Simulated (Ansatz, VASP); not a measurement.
## Two plane-wave programs on CdF2

The input INCAR:

```
PREC     = Accurate       # precision mode
ENCUT    = 600            # plane-wave cutoff, eV
EDIFF    = 1E-6           # SCF threshold, eV
ISMEAR   = 0              # smearing method
SIGMA    = 0.15           # smearing width, eV
LREAL    = F              # projectors in reciprocal space
LASPH    = T              # aspherical terms in the spheres
NELM     = 80             # most SCF steps
ALGO     = Normal         # electronic algorithm
ISIF     = 3              # what is computed and relaxed
LWAVE    = F              # write WAVECAR
LCHARG   = F              # write CHGCAR
GGA      = PE             # functional
IBRION   = 2              # ionic algorithm
NSW      = 36             # ionic steps
EDIFFG   = -0.08          # ionic threshold
```

Contents of KPOINTS:

```
Automatic mesh
0
Gamma
  3 3 4
```

Contents of POSCAR:

```
CdF2
1.0
    5.0588869300      0.0000000000      0.0000000000
    0.0000000000      5.0588869300      0.0000000000
    0.0000000000      0.0000000000      3.2961008700
Cd F
2 4
Direct
    0.0000000000      0.0000000000      0.0000000000
    0.5000000000      0.5000000000      0.5000000000
    0.3049161400      0.3049161400      0.0000000000
    0.1950838600      0.8049161400      0.5000000000
    0.6950838600      0.6950838600      0.0000000000
    0.8049161400      0.1950838600      0.5000000000
```

Input for Ansatz:

```yaml
crystal:
  lattice:
    - [5.05888693, 0.0, 0.0]
    - [0.0, 5.05888693, 0.0]
    - [0.0, 0.0, 3.29610087]
  atoms:
    - { symbol: Cd, position: [0.0, 0.0, 0.0] }
    - { symbol: Cd, position: [0.5, 0.5, 0.5] }
    - { symbol: F, position: [0.30491614, 0.30491614, 0.0] }
    - { symbol: F, position: [0.19508386, 0.80491614, 0.5] }
    - { symbol: F, position: [0.69508386, 0.69508386, 0.0] }
    - { symbol: F, position: [0.80491614, 0.19508386, 0.5] }
basis:
  ecutwfc: 420
kpoints:
  mp_grid: { grid: [3, 3, 4] }
hamiltonian:
  xc: pbe
scf:
  occupations: { method: gaussian, width: 0.15 }
  lower_state_search: "off"
output:
  forces: true
  stress: true
  eigenvalues: true
relax:
  adjacent_minimum: "off"
  f_tol: 0.08
  max_steps: 16
  cell: { stress_tol: 0.8 }
```

Change from the starting cell: species swapped into the MnO2 type (P4_2/mnm, No. 136).

Alike in both runs: task relaxation of cell and atoms; functional PBE; k mesh 3 × 3 × 4; occupations gaussian, width 0.15 eV; no spin polarisation.

|  | VASP | Ansatz |
| --- | --- | --- |
| version | VASP 6.6.1 | Ansatz 0.2.0 |
| potentials or method | VASP PAW PBE potentials, release 64 (Cd, F), cutoff 600 eV | scalar-relativistic, plane waves, PAW |
| valence electrons in the cell | 52 | 68 |

Ansatz gave:

```
gap on the k mesh at the Fermi level, each at its own relaxed structure (eV) : 2.94
relaxed volume (Å³/atom)                                                     : 15.97
relaxed length of the cell vector where the two differ most in proportion (Å)              : 5.206
```

Task: Estimate VASP's values.

Result: gap on the k mesh at the Fermi level, each at its own relaxed structure (eV): 2.87; relaxed volume (Å³/atom): 16.19; relaxed length of the cell vector where the two differ most in proportion (Å): 5.230.

VASP's potentials hold 52 valence electrons a cell and Ansatz's 68, so a difference there can come from the potentials and not from the codes.

The k mesh is coarse, so the values compare programs but aren't converged. Noted on VASP's run: the volume moved by over 15 % at a fixed basis, so the end points are rough.
